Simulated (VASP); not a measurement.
# AlP (F-43m) in VASP: a series of runs, part 2 of 2

VASP 6.6.1.

### 3 Vibrations by perturbation theory, PBEsol (phonons at volume x 0.98)

Contents of INCAR:

```
SYSTEM = AlP
PREC = Accurate
ENCUT = 500
EDIFF = 1E-8
ISMEAR = 0
SIGMA = 0.01
LREAL = .False.
LASPH = .True.
NELM = 120
ALGO = Normal
ISIF = 2
LWAVE = .False.
LCHARG = .False.
GGA = PS
IBRION = 8
NSW = 1
LEPSILON = .True.
GGA_COMPAT = .False.
```

Contents of KPOINTS:

```
Automatic mesh
0
Gamma
  8 8 8
  0 0 0
```

Contents of POSCAR:

```
AlP
1.0
    0.0000000000      2.7168153219      2.7168153219
    2.7168153219      0.0000000000      2.7168153219
    2.7168153219      2.7168153219      0.0000000000
Al P
1 1
Direct
    0.0000000000      0.0000000000      0.0000000000
    0.7500000000      0.7500000000      0.7500000000
```

Potentials or basis: VASP PAW PBE potentials, release 64 (Al, P).

Started as:

```sh
> cat potpaw_PBE.64/Al/POTCAR potpaw_PBE.64/P/POTCAR > POTCAR
> mpirun -np 1 vasp_std > vasp.out
```

OUTCAR:

```text
SYSTEM = AlP
   PREC = Accurate
   ENCUT = 500
   EDIFF = 1E-8
   ISMEAR = 0
   LREAL = .False.
   LASPH = .True.
   NELM = 120
   ISIF = 2
   GGA = PS
   IBRION = 8
   NSW = 1
   LEPSILON = .True.

 ion  position               nearest neighbor table
   1  0.000  0.000  0.000-   2 2.35   2 2.35   2 2.35   2 2.35
   2  0.750  0.750  0.750-   1 2.35   1 2.35   1 2.35   1 2.35

  LATTYP: Found a face centered cubic cell.
 ALAT       =     5.4336306438

  Lattice vectors:

 A1 = (   0.0000000000,   2.7168153219,   2.7168153219)
 A2 = (   2.7168153219,   0.0000000000,   2.7168153219)
 A3 = (   2.7168153219,   2.7168153219,   0.0000000000)

Analysis of symmetry for initial positions (statically):
=====================================================================
 Subroutine PRICEL returns:
 Original cell was already a primitive cell.

 Routine SETGRP: Setting up the symmetry group for a
 face centered cubic supercell.

 Subroutine GETGRP returns: Found 24 space group operations
 (whereof 24 operations were pure point group operations)
 out of a pool of 48 trial point group operations.

The static configuration has the point symmetry T_d .

Analysis of symmetry for dynamics (positions and initial velocities):
=====================================================================
 Subroutine PRICEL returns:
 Original cell was already a primitive cell.

 Routine SETGRP: Setting up the symmetry group for a
 face centered cubic supercell.

 Subroutine GETGRP returns: Found 24 space group operations
 (whereof 24 operations were pure point group operations)
 out of a pool of 48 trial point group operations.

The dynamic configuration has the point symmetry T_d .

 Subroutine INISYM returns: Found 24 space group operations
 (whereof 24 operations are pure point group operations),
 and found     1 'primitive' translations

----------------------------------------------------------------------------------------

                                     Primitive cell

  volume of cell :      40.1061

  direct lattice vectors                    reciprocal lattice vectors
     0.000000000  2.716815322  2.716815322    -0.184039009  0.184039009  0.184039009
     2.716815322  0.000000000  2.716815322     0.184039009 -0.184039009  0.184039009
     2.716815322  2.716815322  0.000000000     0.184039009  0.184039009 -0.184039009

  length of vectors
     3.842157075  3.842157075  3.842157075     0.318764914  0.318764914  0.318764914

  position of ions in fractional coordinates (direct lattice)
     0.000000000  0.000000000  0.000000000
     0.750000000  0.750000000  0.750000000

[... 452 lines left out ...]
 -----------------------------------------------------------------------------
    -0.00027  0.68489  0.00000
     0.68489 -0.00027  0.00000
     0.00000  0.00000 -0.00016

--------------------------------------- Ionic step        4  -------------------------------------------

------------------------ aborting loop because EDIFF is reached ----------------------------------------

[... ionic steps 5 to 6 ...]

--------------------------------------- Ionic step        7  -------------------------------------------

 Free energy of the ion-electron system (eV)
  ---------------------------------------------------
  ---------------------------------------------------
  free energy    TOTEN  =        -0.04940336 eV

  energy without entropy =       -0.04940336

------------------------ aborting loop because EDIFF is reached ----------------------------------------

 INTERNAL STRAIN TENSOR  FOR ION    2  DIRECTION 1   (eV/Angst):
 -----------------------------------------------------------------------------
    -0.00766  0.00000  0.00000
     0.00000  0.00597  9.10917
     0.00000  9.10917  0.00597

 MACROSCOPIC STATIC DIELECTRIC TENSOR (including local field effects in DFT)
 ------------------------------------------------------
           8.535839    -0.000000    -0.000000
           0.000000     8.535839    -0.000000
          -0.000000     0.000000     8.535839
 ------------------------------------------------------

 PIEZOELECTRIC TENSOR (including local field effects)  for field in x, y, z        (e  Angst)
          XX          YY          ZZ          XY          YZ          ZX
  --------------------------------------------------------------------------------
  x     0.00000    -0.00000     0.00000    -0.00000     1.71719    -0.00000
  y    -0.00000     0.00000     0.00000     0.00000    -0.00000     1.71719
  z     0.00000    -0.00000     0.00000     1.71719     0.00000     0.00000

 PIEZOELECTRIC TENSOR (including local field effects)  for field in x, y, z        (C/m^2)
          XX          YY          ZZ          XY          YZ          ZX
  --------------------------------------------------------------------------------
  x     0.00000    -0.00000     0.00000    -0.00000     0.68599    -0.00000
  y    -0.00000     0.00000     0.00000     0.00000    -0.00000     0.68599
  z     0.00000    -0.00000     0.00000     0.68599     0.00000     0.00000

 BORN EFFECTIVE CHARGES (including local field effects) (in |e|, cummulative output)
 ---------------------------------------------------------------------------------
 ion    1
    1     2.23957     0.00000     0.00000
    2     0.00000     2.23957     0.00000
    3     0.00000     0.00000     2.23957
 ion    2
    1    -2.23957     0.00000     0.00000
    2     0.00000    -2.23957     0.00000
    3     0.00000     0.00000    -2.23957

 INTERNAL STRAIN TENSOR FOR ION    2 for displacements in x,y,z  (eV/Angst):
          X           Y           Z          XY          YZ          ZX
  --------------------------------------------------------------------------------
  x     0.00000     0.00000     0.00000     0.00000     9.10917     0.00000
  y     0.00000     0.00000     0.00000     0.00000     0.00000     9.10917
  z     0.00000     0.00000     0.00000     9.10917     0.00000     0.00000

 SECOND DERIVATIVES (NOT SYMMETRIZED)
 ------------------------------------
               1X          1Y          1Z          2X          2Y          2Z
  1X   -10.494812    0.000000    0.000000   10.494812    0.000000    0.000000
  1Y     0.000000  -10.494812    0.000000    0.000000   10.494812    0.000000
  1Z     0.000000    0.000000  -10.494812    0.000000    0.000000   10.494812
  2X    10.491858    0.000000    0.000000  -10.491858    0.000000    0.000000
  2Y     0.000000   10.491858    0.000000    0.000000  -10.491858    0.000000
  2Z     0.000000    0.000000   10.491858    0.000000    0.000000  -10.491858

 Eigenvectors and eigenvalues of the dynamical matrix
 ----------------------------------------------------

   1 f  =   13.336055 THz    83.792905 2PiTHz  444.842915 cm-1    55.153467 meV
             X         Y         Z           dx          dy          dz
      0.000000  0.000000  0.000000    -0.731108    0.000000    0.000000
      4.075223  4.075223  4.075223     0.682262    0.000000    0.000000
[... 21 lines left out ...]
   6 f/i=    0.000936 THz     0.005883 2PiTHz    0.031231 cm-1     0.003872 meV
             X         Y         Z           dx          dy          dz
      0.000000  0.000000  0.000000     0.000000    0.346559    0.587689
      4.075223  4.075223  4.075223     0.000000    0.371370    0.629764

--------------------------------------------------------------------------------------------------------

 MACROSCOPIC STATIC DIELECTRIC TENSOR IONIC CONTRIBUTION
 ------------------------------------------------------
           2.156612     0.000000    -0.000000
           0.000000     2.156612     0.000000
          -0.000000     0.000000     2.156612
 ------------------------------------------------------

 ELASTIC MODULI CONTR FROM IONIC RELAXATION (kBar)
 Direction    XX          YY          ZZ          XY          YZ          ZX
 --------------------------------------------------------------------------------
 XX          -0.0000     -0.0000     -0.0000     -0.0000     -0.0000     -0.0000
 YY          -0.0000     -0.0000     -0.0000     -0.0000     -0.0000     -0.0000
 ZZ          -0.0000     -0.0000     -0.0000     -0.0000     -0.0000     -0.0000
 XY          -0.0000     -0.0000     -0.0000   -312.6611      0.0000     -0.0000
 YZ          -0.0000     -0.0000     -0.0000      0.0000   -312.6611     -0.0000
 ZX          -0.0000     -0.0000     -0.0000     -0.0000     -0.0000   -312.6611
 --------------------------------------------------------------------------------

 PIEZOELECTRIC TENSOR IONIC CONTR  for field in x, y, z        (C/m^2)
          XX          YY          ZZ          XY          YZ          ZX
  --------------------------------------------------------------------------------
  x    -0.00000    -0.00000    -0.00000     0.00000    -0.77267    -0.00000
  y    -0.00000    -0.00000    -0.00000    -0.00000    -0.00000    -0.77267
  z    -0.00000    -0.00000    -0.00000    -0.77267     0.00000    -0.00000
```

stdout:

```text
POSCAR found type information on POSCAR AlP
 POSCAR found :  2 types and       2 ions
 scaLAPACK will be used
 -----------------------------------------------------------------------------
|                                                                             |
|                                                                             |
[... 39 lines left out ...]
 first order change of Fermi-energy   0.82612E-05
 force on displaced ion       1 direction 1 : -10.495   0.000   0.000
 Born effective charge ion    1 direction 1 :   2.211   0.000   0.000
 Linear response progress:
 first order change of Fermi-energy   0.29428E-03
 force on displaced ion       2 direction 1 : -10.492   0.000   0.000
 Born effective charge ion    2 direction 1 :  -2.265   0.000   0.000
 Born effective charges drift removed
 Linear response finished
```

Wall time 88 s (1 thread of Intel Xeon 6975P-C (Granite Rapids), shared host); peak memory 0.22 GiB.

What came out:

- Electronic dielectric tensor (diagonal): 8.54
- Born charges (mean of the diagonal): Al +2.24; P -2.24 e
- Highest phonon frequency at Γ, LO-TO splitting left out: 445 cm⁻¹

Phonon frequencies in cm⁻¹ (negative: imaginary):
```csv
q point,frequencies
"(0.000, 0.000, 0.000)",0 0 0 445 445 445
```

Electronic dielectric tensor:
```
8.54 0.00 0.00
0.00 8.54 0.00
0.00 0.00 8.54
```

Born effective charge tensors (e):
atom 1, Al
```
2.24 0.00 0.00
0.00 2.24 0.00
0.00 0.00 2.24
```
atom 2, P
```
-2.24  0.00  0.00
 0.00 -2.24  0.00
 0.00  0.00 -2.24
```

Caveat: the cell differs from its parent crystal (phonons at volume x 0.98); the cell wasn't relaxed at this level first, which shifts response properties; the PAW data sets were made with another functional, which shifts forces and pressure a little.

### 4 Vibrations by perturbation theory, PBEsol

This run uses another cell than the first one, of 21.24 Å³/atom, 1.415 times its volume.

Contents of INCAR:

```
PREC     = Accurate       # precision mode
ENCUT    = 500            # plane-wave cutoff, eV
EDIFF    = 1E-8           # SCF threshold, eV
ISMEAR   = 0              # smearing method
SIGMA    = 0.01           # smearing width, eV
LREAL    = False          # projectors in reciprocal space
LASPH    = True           # aspherical terms in the spheres
NELM     = 120            # most SCF steps
ALGO     = Normal         # electronic algorithm
ISIF     = 2              # what is computed and relaxed
LWAVE    = False          # write WAVECAR
LCHARG   = False          # write CHGCAR
GGA      = PS             # functional
IBRION   = 8              # ionic algorithm
NSW      = 1              # ionic steps
LEPSILON = True           # dielectric tensor by DFPT
GGA_COMPAT= False
```

Contents of KPOINTS:

```
regular mesh
0
Gamma
  8 8 8
```

Contents of POSCAR:

```
AlP
1.0
    0.0000000000      2.7692422729      2.7692422729
    2.7692422729      0.0000000000      2.7692422729
    2.7692422729      2.7692422729      0.0000000000
Al P
1 1
Direct
    0.0000000000      0.0000000000      0.0000000000
    0.7500000000      0.7500000000      0.7500000000
```

Potentials or basis: VASP PAW PBE potentials, release 64 (Al, P).

Started as:

```sh
> cat potpaw_PBE.64/Al/POTCAR potpaw_PBE.64/P/POTCAR > POTCAR
> mpirun -np 1 vasp_std > vasp.out
```

OUTCAR:

```text
PREC = Accurate
   ENCUT = 500
   EDIFF = 1E-8
   ISMEAR = 0
   LREAL = False
   LASPH = True
   NELM = 120
   ISIF = 2
   GGA = PS
   IBRION = 8
   NSW = 1
   LEPSILON = True

 ion  position               nearest neighbor table
   1  0.000  0.000  0.000-   2 2.40   2 2.40   2 2.40   2 2.40
   2  0.750  0.750  0.750-   1 2.40   1 2.40   1 2.40   1 2.40

  LATTYP: Found a face centered cubic cell.
 ALAT       =     5.5384845458

[... 592 lines left out ...]
      4.153863  4.153863  4.153863     0.000000   -0.682311    0.000000
[... 21 lines left out ...]
   6 f/i=    0.000036 THz     0.000226 2PiTHz    0.001198 cm-1     0.000149 meV
             X         Y         Z           dx          dy          dz
      0.000000  0.000000  0.000000     0.000000    0.000000   -0.682311
      4.153863  4.153863  4.153863     0.000000    0.000000   -0.731062

--------------------------------------------------------------------------------------------------------

 MACROSCOPIC STATIC DIELECTRIC TENSOR IONIC CONTRIBUTION
 ------------------------------------------------------
           2.416917    -0.000000    -0.000000
          -0.000000     2.416917    -0.000000
          -0.000000    -0.000000     2.416917
 ------------------------------------------------------

 ELASTIC MODULI CONTR FROM IONIC RELAXATION (kBar)
 Direction    XX          YY          ZZ          XY          YZ          ZX
 --------------------------------------------------------------------------------
 XX          -0.0000     -0.0000     -0.0000     -0.0000      0.0000     -0.0000
 YY          -0.0000     -0.0000     -0.0000     -0.0000     -0.0000      0.0000
 ZZ          -0.0000     -0.0000     -0.0000      0.0000     -0.0000     -0.0000
 XY          -0.0000     -0.0000      0.0000   -187.3789      0.0000      0.0000
 YZ           0.0000     -0.0000     -0.0000      0.0000   -187.3789      0.0000
 ZX          -0.0000      0.0000     -0.0000      0.0000      0.0000   -187.3789
 --------------------------------------------------------------------------------

 PIEZOELECTRIC TENSOR IONIC CONTR  for field in x, y, z        (C/m^2)
          XX          YY          ZZ          XY          YZ          ZX
  --------------------------------------------------------------------------------
  x     0.00000    -0.00000    -0.00000     0.00000    -0.63323     0.00000
  y    -0.00000     0.00000    -0.00000     0.00000     0.00000    -0.63323
  z    -0.00000    -0.00000     0.00000    -0.63323     0.00000     0.00000
```

OSZICAR:

```text
N       E                     dE             d eps       ncg     rms          rms(c)
DAV:   1     0.993196241565E+01    0.99320E+01   -0.29926E+03   464   0.718E+02
DAV:   2    -0.107944409788E+02   -0.20726E+02   -0.19662E+02   632   0.882E+01
DAV:   3    -0.113307081684E+02   -0.53627E+00   -0.53627E+00   616   0.184E+01
[... 153 lines left out ...]
RMM:   7    -0.491843353403E-01   -0.21525E-05    0.15795E-07  2491   0.140E-03    0.395E-04
RMM:   8    -0.491839650127E-01    0.37033E-06    0.10713E-08  2686   0.289E-04    0.936E-05
RMM:   9    -0.491836508605E-01    0.31415E-06    0.37193E-08  2614   0.885E-05    0.253E-05
RMM:  10    -0.491837783348E-01   -0.12747E-06    0.57050E-08  2715   0.211E-05    0.717E-06
RMM:  11    -0.491837900085E-01   -0.11674E-07    0.22102E-08  2723   0.628E-06    0.288E-06
RMM:  12    -0.491837917891E-01   -0.17806E-08    0.39504E-08  1994   0.156E-06    0.351E-07
 Linear response finished
```

Run time: 2.7 min. Hardware: 1 thread of Intel Xeon Platinum 8559C (Emerald Rapids), shared host; peak memory 0.24 GiB.

Results:

| Property | Result |
| --- | --- |
| Electronic dielectric tensor (diagonal) | 8.64 |
| Born charges (mean of the diagonal) | Al +2.28; P -2.28 e |
| Highest phonon frequency at Γ, LO-TO splitting left out | 415 cm⁻¹ |

Phonon frequencies in cm⁻¹ (negative: imaginary):
```csv
q point,frequencies
"(0.000, 0.000, 0.000)",0 0 0 415 415 415
```

Electronic dielectric tensor:
```
8.64 0.00 0.00
0.00 8.64 0.00
0.00 0.00 8.64
```

Born effective charge tensors (e):
atom 1, Al
```
2.28 0.00 0.00
0.00 2.28 0.00
0.00 0.00 2.28
```
atom 2, P
```
-2.28  0.00  0.00
 0.00 -2.28  0.00
 0.00  0.00 -2.28
```

Caveat: the cell wasn't relaxed at this level first, which shifts response properties; the PAW data sets were made with another functional, which shifts forces and pressure a little.
